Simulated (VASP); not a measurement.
# Fe in VASP: further runs

Fe is run at these levels: LDA; tasks: single point.

All numbers are computed with VASP 6.6.1; they aren't measurements. Logs are shortened: lines on timing, memory, paths and dates and some standing lists are left out, and cuts for length are marked.

## (1) The cell of the first run

The typed cell holds 2 atoms: a = 2.353 Å, b = 2.353 Å, c = 3.328 Å, α = 90.00°, β = 90.00°, γ = 90.00°.

This isn't the form of Fe at room conditions, which is bcc.

## (2) Single point, LDA, collinear spin, antiferromagnetic start (9.21 Å³/atom)

The input, INCAR:

```
SYSTEM = Fe
PREC = Accurate ; ENCUT = 520
EDIFF = 1E-6 ; ISMEAR = -1
SIGMA = 0.05 ; LREAL = .FALSE.
LASPH = .TRUE. ; NELM = 150
ALGO = Normal ; ISIF = 2
LWAVE = .FALSE. ; LCHARG = .TRUE.
ISPIN = 2 ; MAGMOM = 2.5 -2.5
LORBIT = 11 ; LMAXMIX = 4
GGA = CA ; LELF = .TRUE.
LVHAR = .TRUE. ; NBANDS = 19
```

The input, KPOINTS:

```
Automatic mesh
0
G
  15 15 11
  0 0 0
```

The input, POSCAR:

```
Fe
1.0
    2.3529241043      0.0000000000      0.0000000000
    0.0000000000      2.3529241043      0.0000000000
    0.0000000000      0.0000000000      3.3284487316
Fe
2
Direct
    1.0000000000      0.0000000000      0.0000000000
    0.5000000000      0.5000000000      0.5000000000
```

Potentials or basis: VASP PAW LDA potentials, release 64 (Fe).

The run is started by

```
$ cat potpaw_LDA.64/Fe/POTCAR > POTCAR
$ mpirun -np 1 vasp_std > vasp.out
```

OUTCAR:

```text
SYSTEM = Fe
   PREC = Accurate
   ENCUT = 520
   EDIFF = 1E-6
   ISMEAR = -1
   LREAL = .FALSE.
   LASPH = .TRUE.
   NELM = 150
   ISIF = 2
   ISPIN = 2
   LORBIT = 11
   GGA = CA

 ion  position               nearest neighbor table
   1  0.000  0.000  0.000-   2 2.35   2 2.35   2 2.35   2 2.35   2 2.35   2 2.35   2 2.35   2 2.35

   2  0.500  0.500  0.500-   1 2.35   1 2.35   1 2.35   1 2.35   1 2.35   1 2.35   1 2.35   1 2.35

  LATTYP: Found a simple tetragonal cell.
 ALAT       =     2.3529241043
 C/A-ratio  =     1.4146009748

  Lattice vectors:

 A1 = (   2.3529241043,   0.0000000000,   0.0000000000)
 A2 = (   0.0000000000,   2.3529241043,   0.0000000000)
 A3 = (   0.0000000000,   0.0000000000,   3.3284487316)

Analysis of symmetry for initial positions (statically):
=====================================================================
 Subroutine PRICEL returns following result:

  LATTYP: Found a body centered tetragonal cell.
 ALAT       =     2.3529241043
 C/A-ratio  =     1.4146009748

  Lattice vectors:

 A1 = (   1.1764620521,  -1.1764620521,  -1.6642243658)
 A2 = (  -1.1764620521,   1.1764620521,  -1.6642243658)
 A3 = (   1.1764620521,   1.1764620521,   1.6642243658)

   2 primitive cells build up your supercell.

 Routine SETGRP: Setting up the symmetry group for a
 simple tetragonal supercell.

 Subroutine GETGRP returns: Found 16 space group operations
 (whereof 16 operations were pure point group operations)
 out of a pool of 16 trial point group operations.

The static configuration has the point symmetry D_4h.

Analysis of symmetry for dynamics (positions and initial velocities):
=====================================================================
 Subroutine PRICEL returns following result:

  LATTYP: Found a body centered tetragonal cell.
 ALAT       =     2.3529241043
 C/A-ratio  =     1.4146009748

  Lattice vectors:

 A1 = (   1.1764620521,  -1.1764620521,  -1.6642243658)
 A2 = (  -1.1764620521,   1.1764620521,  -1.6642243658)
 A3 = (   1.1764620521,   1.1764620521,   1.6642243658)

   2 primitive cells build up your supercell.

 Routine SETGRP: Setting up the symmetry group for a
 simple tetragonal supercell.

 Subroutine GETGRP returns: Found 16 space group operations
 (whereof 16 operations were pure point group operations)
 out of a pool of 16 trial point group operations.

The dynamic configuration has the point symmetry D_4h.

Analysis of structural, dynamic, and magnetic symmetry:
=====================================================================
 Subroutine PRICEL returns following result:

  LATTYP: Found a body centered tetragonal cell.
 ALAT       =     2.3529241043
 C/A-ratio  =     1.4146009748

  Lattice vectors:

 A1 = (   1.1764620521,  -1.1764620521,  -1.6642243658)
 A2 = (  -1.1764620521,   1.1764620521,  -1.6642243658)
 A3 = (   1.1764620521,   1.1764620521,   1.6642243658)

   2 primitive cells build up your supercell.

 Routine SETGRP: Setting up the symmetry group for a
 simple tetragonal supercell.

 Subroutine GETGRP returns: Found 16 space group operations
 (whereof 16 operations were pure point group operations)
 out of a pool of 16 trial point group operations.

The overall configuration has the point symmetry D_4h.

 Subroutine INISYM returns: Found 16 space group operations
 (whereof 16 operations are pure point group operations),
 and found     2 'primitive' translations

----------------------------------------------------------------------------------------

                                     Primitive cell

  volume of cell :       9.2136

  direct lattice vectors                    reciprocal lattice vectors
     1.176462052 -1.176462052 -1.664224366     0.425003084  0.000000000 -0.300440259
    -1.176462052  1.176462052 -1.664224366    -0.000000000  0.425003084 -0.300440259
     1.176462052  1.176462052  1.664224366     0.425003084  0.425003084  0.000000000

  length of vectors
     2.353246409  2.353246409  2.353246409     0.520472834  0.520472834  0.601045125

  position of ions in fractional coordinates (direct lattice)
     0.000000000  0.000000000  0.000000000

  ion indices of the primitive-cell ions
   primitive index   ion index
                 1           1

----------------------------------------------------------------------------------------

 KPOINTS: Automatic mesh

Automatic generation of k-mesh.
 Grid dimensions read from file:
 generate k-points for:   15   15   11

 Generating k-lattice:

  Cartesian coordinates                     Fractional coordinates (reciprocal lattice)
     0.028333539  0.000000000  0.000000000     0.066666667  0.000000000  0.000000000
     0.000000000  0.028333539  0.000000000     0.000000000  0.066666667  0.000000000
     0.000000000  0.000000000  0.027312751     0.000000000  0.000000000  0.090909091

  Length of vectors
     0.028333539  0.028333539  0.027312751

  Shift w.r.t. Gamma in fractional coordinates (k-lattice)
     0.000000000  0.000000000  0.000000000

 Subroutine IBZKPT returns following result:
 ===========================================

 Found    216 irreducible k-points:

 Following reciprocal coordinates:
            Coordinates               Weight
  0.000000  0.000000  0.000000      1.000000
  0.066667  0.000000  0.000000      4.000000
  0.133333  0.000000  0.000000      4.000000
  0.200000  0.000000  0.000000      4.000000
  0.266667  0.000000  0.000000      4.000000
  0.333333  0.000000  0.000000      4.000000
[... 16 lines left out ...]
  0.266667  0.200000  0.000000      8.000000
  0.333333  0.200000  0.000000      8.000000
 [... further k-points ...]
   k-points           NKPTS =    216   k-points in BZ     NKDIM =    216   number of bands    NBANDS=     19
   number of dos      NEDOS =    301   number of ions     NIONS =      2
   total plane-waves  NPLWV =   9072
   dimension x,y,z NGX =    18 NGY =   18 NGZ =   28
   dimension x,y,z NGXF=    36 NGYF=   36 NGZF=   56
   ions per type =               2
   NGX,Y,Z   is equivalent  to a cutoff of  12.72, 12.72, 13.99 a.u.
   NGXF,Y,Z  is equivalent  to a cutoff of  25.44, 25.44, 27.97 a.u.
 SYSTEM =  Fe
   PREC   = accura    normal or accurate (medium, high low for compatibility)
   ISTART =      0    job   : 0-new  1-cont  2-samecut
   ICHARG =      2    charge: 1-file 2-atom 10-const
   ISPIN  =      2    spin polarized calculation?
   LNONCOLLINEAR =      F non collinear calculations
   LSORBIT =      F    spin-orbit coupling
   LASPH  =      T    aspherical Exc in radial PAW
   ENCUT  =  520.0 eV  38.22 Ry    6.18 a.u.   4.37  4.37  6.19*2*pi/ulx,y,z
   NELM   =    150;   NELMIN=  2; NELMDL= -5     # of ELM steps
   EDIFF  = 0.1E-05   stopping-criterion for ELM
   LREAL  =      F    real-space projection
   EDIFFG = 0.1E-04   stopping-criterion for IOM
   NSW    =      0    number of steps for IOM
   IBRION =     -1    ionic relax: 0-MD 1-quasi-New 2-CG
   NFREE  =      0    steps in history (QN), initial steepest desc. (CG)
   ISIF   =      2    stress and relaxation
   ISYM   =      2    0-nonsym 1-usesym 2-fastsym
   POTIM  = 0.5000    time-step for ionic-motion
   TEBEG  =    0.0;   TEEND  =   0.0 temperature during run
   PSTRESS=    0.0 pullay stress
   NELECT =      16.0000    total number of electrons
   NUPDOWN=      -1.0000    fix difference up-down
   EMIN   =  10.00;   EMAX   =-10.00  energy-range for DOS
   EFERMI =   0.00;   METHOD = LEGACY
   ISMEAR =    -1;   SIGMA  =   0.05  broadening in eV -4-tet -1-fermi 0-gaus
   EFERMI_NEDOS =   21; number of points for ismear=-14 and -15
   IALGO  =     38    algorithm
   IMIX   =      4    mixing-type and parameters
     AMIX     =   0.40;   BMIX     =  1.00
     AMIX_MAG =   1.60;   BMIX_MAG =  1.00
  volume/ion in A,a.u.               =       9.21        62.18
  Fermi-wavevector in a.u.,A,eV,Ry     =   1.561813  2.951398 33.188128  2.439259
  Thomas-Fermi vector in A             =   2.664823
   LORBIT       =     11    0 simple, 1 ext, 2 COOP (PROOUT), +10 PAW based schemes
   GGA     = CA    functional components
   LHFCALC =     F    Hartree Fock is set to
   AEXX    =    0.0000 exact exchange contribution
   IVDW    =     0    specifies the selected vdW correction
   LEPSILON=     F    determine dielectric tensor
   LRPA    =     F    only Hartree local field effects (RPA)
 spin polarized calculation
  energy-cutoff  :      520.00
  volume of cell :       18.43
 maximum number of plane-waves:       513
 NGX is ok and might be reduce to    18
   NGX =  9   NGY =  9   NGZ = 13

 number of electron      16.0000000 magnetization      -0.0000000

 number of electron      16.0000000 magnetization       0.0000000

 Free energy of the ion-electron system (eV)
  ---------------------------------------------------
  ext. energy  EPLUGINS =         0.00000000
  ---------------------------------------------------
  free energy    TOTEN  =       -18.63071126 eV

  energy without entropy =      -18.60805981  energy(sigma->0) =      -18.61938553

 E-fermi :   7.9195     XC(G=0): -14.6680

 val. band max:        7.9194237550   @ k =   0.1333   0.0667   0.0909
 cond. band min:       7.9377790073   @ k =   0.2000   0.0000   0.1818
 fundamental gap:      0.0183552523
 Fermi energy:         7.9195487329

 spin component 1

 k-point     1 :       0.0000    0.0000    0.0000
  band No.  band energies     occupation
      1      -1.4555      1.00000
      2       2.2094      1.00000
      3       3.0226      1.00000
      4       6.0038      1.00000
      5       6.0058      1.00000
      6       6.0058      1.00000
[... 11 lines left out ...]
     18      36.9826      0.00000
     19      38.3745      0.00000

 k-point     2 :       0.0667    0.0000    0.0000
  band No.  band energies     occupation
      1      -1.3173      1.00000
      2       2.2984      1.00000
      3       3.0915      1.00000
      4       5.9446      1.00000
      5       6.0455      1.00000
      6       6.0566      1.00000
[... 11 lines left out ...]
     18      36.9648      0.00000
     19      37.6208      0.00000

 k-point     3 :       0.1333    0.0000    0.0000
  band No.  band energies     occupation
      1      -0.9119      1.00000
      2       2.5497      1.00000
      3       3.2921      1.00000
      4       5.7751      1.00000
      5       6.1628      1.00000
      6       6.1913      1.00000
[... 434 lines left out ...]
      1       1.4311      1.00000
      2       3.5558      1.00000
      3       4.5656      1.00000
      4       4.6723      1.00000
      5       5.1928      1.00000
      6       6.6346      1.00000
[... 11 lines left out ...]
     18      31.9533      0.00000
     19      32.7770      0.00000

 k-point    24 :       0.3333    0.2000    0.0000
  band No.  band energies     occupation
      1       2.1177      1.00000
      2       3.6722      1.00000
      3       4.3128      1.00000
      4       4.7223      1.00000
      5       5.0423      1.00000
      6       6.3733      1.00000
[... 11 lines left out ...]
     18      30.9848      0.00000
     19      33.6943      0.00000

 [... further k-points ...]

 spin component 2

 k-point     1 :       0.0000    0.0000    0.0000
  band No.  band energies     occupation
      1      -1.4555      1.00000
      2       2.2094      1.00000
      3       3.0226      1.00000
      4       6.0038      1.00000
      5       6.0058      1.00000
      6       6.0058      1.00000
[... 11 lines left out ...]
     18      36.9826      0.00000
     19      38.3720      0.00000

 k-point     2 :       0.0667    0.0000    0.0000
  band No.  band energies     occupation
      1      -1.3173      1.00000
      2       2.2984      1.00000
      3       3.0915      1.00000
      4       5.9446      1.00000
      5       6.0455      1.00000
      6       6.0566      1.00000
[... 11 lines left out ...]
     18      36.9648      0.00000
     19      37.6207      0.00000

 k-point     3 :       0.1333    0.0000    0.0000
  band No.  band energies     occupation
      1      -0.9119      1.00000
      2       2.5497      1.00000
      3       3.2921      1.00000
      4       5.7751      1.00000
      5       6.1628      1.00000
      6       6.1913      1.00000
[... 434 lines left out ...]
      1       1.4311      1.00000
      2       3.5558      1.00000
      3       4.5656      1.00000
      4       4.6723      1.00000
      5       5.1928      1.00000
      6       6.6346      1.00000
[... 11 lines left out ...]
     18      31.9533      0.00000
     19      32.7770      0.00000

 k-point    24 :       0.3333    0.2000    0.0000
  band No.  band energies     occupation
      1       2.1177      1.00000
      2       3.6722      1.00000
      3       4.3128      1.00000
      4       4.7223      1.00000
      5       5.0423      1.00000
      6       6.3733      1.00000
[... 11 lines left out ...]
     18      30.9848      0.00000
     19      33.6943      0.00000

 [... further k-points ...]
[... 5 lines left out ...]
  --------------------------------------------------------------------------------------
  -------------------------------------------------------------------------------------
  Total        1.7237756      1.7237756      1.7722144      0.0000000      0.0000000      0.0000000
  in kB      149.8765244    149.8765244    154.0881136      0.0000000      0.0000000      0.0000000
  external PRESSURE =     151.2803874 kB  Pullay stress =       0.0000000 kB

 VOLUME and BASIS-vectors are now :
 -----------------------------------------------------------------------------
  energy-cutoff  :      520.00
  volume of cell :       18.43
      direct lattice vectors                 reciprocal lattice vectors
     2.352924104  0.000000000  0.000000000     0.425003084  0.000000000  0.000000000
     0.000000000  2.352924104  0.000000000     0.000000000  0.425003084  0.000000000
     0.000000000  0.000000000  3.328448732     0.000000000  0.000000000  0.300440259

 POSITION                                       TOTAL-FORCE (eV/Angst)
 -----------------------------------------------------------------------------------
      0.00000      0.00000      0.00000         0.000000      0.000000      0.000000
      1.17646      1.17646      1.66422        -0.000000     -0.000000      0.000000
 -----------------------------------------------------------------------------------
    total drift:                                0.000000     -0.000000     -0.000000

  FREE ENERGIE OF THE ION-ELECTRON SYSTEM (eV)
  ---------------------------------------------------
  free  energy   TOTEN  =       -18.6307112572 eV

  energy  without entropy=      -18.6080598060  energy(sigma->0) =      -18.61938553

 total charge

# of ion       s       p       d       tot
------------------------------------------
    1        0.593   0.739   6.465   7.796
    2        0.593   0.739   6.465   7.796
--------------------------------------------------
tot          1.185   1.477  12.929  15.591

 magnetization (x)

# of ion       s       p       d       tot
------------------------------------------
    1        0.000   0.000   0.000   0.000
    2       -0.000  -0.000  -0.000  -0.000
--------------------------------------------------
tot          0.000   0.000   0.000   0.000
```

It took 4 min on 1 thread of Intel Xeon 8259CL, shared host; peak memory 0.21 GiB.

Results:

| Quantity | Value |
| --- | --- |
| Free energy | -18.6307 eV |
| Pressure | 15.1 GPa |
| Band gap on the k mesh | zero (filled and empty bands overlap) |
| Net moment | 0.00 μB per cell |
| Valence electrons inside the program's atomic spheres | Fe 7.80 |

Stress tensor (GPa, compression positive):
```
14.99  0.00  0.00
 0.00 14.99  0.00
 0.00  0.00 15.41
```

Levels at points of the mesh, in eV from the Fermi level:
Spin up:
```
           k point  band 4  band 5  band 6  band 7  band 8  band 9  band 10  band 11  band 12  band 13
(0.00, 0.00, 0.00)   -1.92   -1.91   -1.91   -0.08   -0.07    1.15     1.50     1.50     3.63    13.04
```
Spin down:
```
           k point  band 5  band 6  band 7  band 8  band 9  band 10  band 11  band 12
(0.00, 0.00, 0.00)   -1.91   -1.91   -0.08   -0.07    1.15     1.50     1.50     3.63
```

Caveat: the cell stands under pressure.

(Continued in part 2 of 2.)
